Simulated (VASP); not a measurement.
Crystal: SrTiO3.

```xyz
5
Lattice="3.9050 0.0000 0.0000 0.0000 3.9050 0.0000 0.0000 0.0000 3.9050" Properties=species:S:1:pos:R:3 pbc="T T T"
Sr    0.0000    0.0000    0.0000
Ti    1.9525    1.9525    1.9525
O     0.0000    1.9525    1.9525
O     1.9525    0.0000    1.9525
O     1.9525    1.9525    0.0000
```

Base run:

```yaml
Program: VASP 6.6.1
Functional: r2SCAN
Potentials_or_basis: VASP PAW PBE potentials, release 64 (Sr_sv, Ti_sv, O)
Cutoff: 580 eV
k_mesh: 8 × 8 × 8
Occupations: fermi-dirac, width 0.02 eV
Spin: no spin polarisation
```

Its results: band gap on the k mesh 2.28 eV, indirect (least direct gap 2.66 eV); pressure 1.1 GPa.

Q: The run is repeated on the same cell with these changes: functional from r2SCAN to PBEsol; cutoff from 580 eV to 520 eV. What comes out?

A: Band gap on the k mesh 1.80 eV, indirect (least direct gap 2.16 eV); pressure -1.3 GPa.

r2SCAN gives the wider gap, since meta-GGAs in the generalised Kohn-Sham scheme recover part of the derivative discontinuity.

Caveats: the PAW data sets were made with another functional, which shifts forces and pressure a little.

A k mesh can miss the band edges.
